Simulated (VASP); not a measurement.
Input of a VASP 6.6.1 run:

INCAR

```
SYSTEM = CdInS2
PREC = Accurate ; ENCUT = 520
EDIFF = 1E-7 ; ISMEAR = 0
SIGMA = 0.15 ; LREAL = .FALSE.
LASPH = .TRUE. ; NELM = 60
ALGO = Normal ; ISIF = 2
LWAVE = .FALSE. ; LCHARG = .FALSE.
GGA = PE ; NBANDS = 26
```

KPOINTS

```
regular mesh
0
G
  12 12 6
  0 0 0
```

The input POSCAR:

```
CdInS2
1.0
    3.7498442659      0.0000000000      0.0000000000
   -1.8749221329      3.2474603945      0.0000000000
    0.0000000000      0.0000000000      7.2578235766
Cd In S
1 1 2
Direct
    0.0000000000      0.0000000000      0.0000000000
    0.0000000000      0.0000000000      0.5000000000
    0.6666666667      0.3333333333      0.7456400186
    0.3333333333      0.6666666667      0.2543599814
```

Potentials or basis: VASP PAW PBE potentials, release 64 (Cd, In_d, S).

Run with:

```console
$ cat potpaw_PBE.64/Cd/POTCAR potpaw_PBE.64/In_d/POTCAR potpaw_PBE.64/S/POTCAR > POTCAR
$ mpirun -np 1 vasp_std > vasp.out
```

(1) Estimate the largest force.

(2) What does it give for the band gap on the k mesh?

(3) Estimate the pressure.

## Answers

(1) 0.150 eV/Å.

(2) zero (an odd number of electrons rules out a gap without spin polarisation).

(3) -0.8 GPa.

Caveat: the stress differs along the axes, from -6 to 2 GPa; spin-orbit coupling is left out, which moves the levels of the heavy elements.
